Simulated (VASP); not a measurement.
Wanted: the native input for a VASP 6.6.1 run.

```
Task                   : relaxation of the atoms
Functional             : PBEsol
Potentials or basis    : VASP PAW PBE potentials, release 64 (Sr_sv, Te)
Cutoff                 : 450 eV
k mesh                 : 7 × 7 × 7
Occupations            : fermi-dirac, width 0.03 eV
Spin                   : no spin polarisation
Dipole correction      : no
Further INCAR settings : ALGO = Normal; EDIFF = 1e-07; IBRION = 2; EDIFFG = -0.01; NSW = 50
```

The structure of SrTe lies in POSCAR:

```
SrTe
1.0
    0.0000000000      2.9069557770      2.9069557770
    2.9069557770      0.0000000000      2.9069557770
    2.9069557770      2.9069557770      0.0000000000
Sr Te
1 1
Direct
    0.0000000000      0.0000000000      0.0000000000
    0.5000000000      0.5000000000      0.5000000000
```

These files were run (other wordings do the same):

INCAR

```
  PREC = Accurate
  ENCUT = 450
  EDIFF = 1E-7
  ISMEAR = -1
  SIGMA = 0.03
  LREAL = False
  LASPH = True
  NELM = 120
  ALGO = Normal
  ISIF = 2
  LWAVE = False
  LCHARG = False
  GGA = PS
  IBRION = 2
  NSW = 50
  EDIFFG = -0.01
  GGA_COMPAT = False
  NELMIN = 4
```

KPOINTS

```
Automatic mesh
0
Gamma
  7 7 7
```

Potentials or basis: VASP PAW PBE potentials, release 64 (Sr_sv, Te).

Launch:

```sh
$ cat potpaw_PBE.64/Sr_sv/POTCAR potpaw_PBE.64/Te/POTCAR > POTCAR
$ mpirun -np 1 vasp_std > vasp.out
```

Results of the run:

```yaml
Pressure_after_relaxing: 30.8 GPa
Band_gap_on_the_k_mesh: 0.04 eV, indirect (least direct gap 1.03 eV)
```

Caveat: the relaxation stopped at its first step, so nothing moved; the PAW data sets were made with another functional, which shifts forces and pressure a little; spin-orbit coupling is left out, which moves the levels of the heavy elements.

It used 14 s of CPU time on 1 thread of AMD EPYC 7R13 Processor (Zen 3) (shared host).
